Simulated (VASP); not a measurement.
Input of a VASP 6.6.1 run:

INCAR

```
PREC = Accurate
ENCUT = 520
EDIFF = 1E-6
ISMEAR = -1
SIGMA = 0.02
LREAL = F
LASPH = T
NELM = 100
ALGO = Normal
ISIF = 2
LWAVE = F
LCHARG = T
GGA = PE
LELF = T
LVHAR = T
NBANDS = 41
```

Contents of KPOINTS:

```
Automatic mesh
0
Gamma
  6 4 4
```

POSCAR

```
AlGa3As4
1.0
    4.0634929332      0.0000000000      0.0000000000
    0.0000000000      8.1216928911      0.0000000000
    0.0000000000      0.0000000000      5.7329422083
Al As Ga
1 4 3
Direct
    0.0000000000      0.0000000000      0.0007493483
    0.5000000000      0.0000000000      0.2484710381
    0.0000000000      0.2492726751      0.7506776818
    0.5000000000      0.5000000000      0.2497904025
    0.0000000000      0.7507273249      0.7506776818
    0.5000000000      0.2500316559      0.5000598816
    0.0000000000      0.5000000000     -0.0004859157
    0.5000000000      0.7499683441      0.5000598816
```

Potentials or basis: VASP PAW PBE potentials, release 64 (Al, As, Ga_d).

The run is started by

```bash
$ cat potpaw_PBE.64/Al/POTCAR potpaw_PBE.64/As/POTCAR potpaw_PBE.64/Ga_d/POTCAR > POTCAR
$ mpirun -np 1 vasp_std > vasp.out
```

Problem. What does it give for the band gap on the k mesh?

Solution. 0.54 eV, direct.

Problem. Predict the largest force.

Solution. 0.003 eV/Å.

Forces in eV/Å, atoms in the order of the input:
```
Al   0.000  0.000  0.000
As   0.000  0.000 -0.003
As   0.000 -0.003  0.000
As   0.000  0.000 -0.002
As   0.000  0.003  0.000
Ga   0.000  0.000  0.001
Ga   0.000  0.000  0.002
Ga   0.000  0.000  0.001
```

A k mesh can miss the band edges.
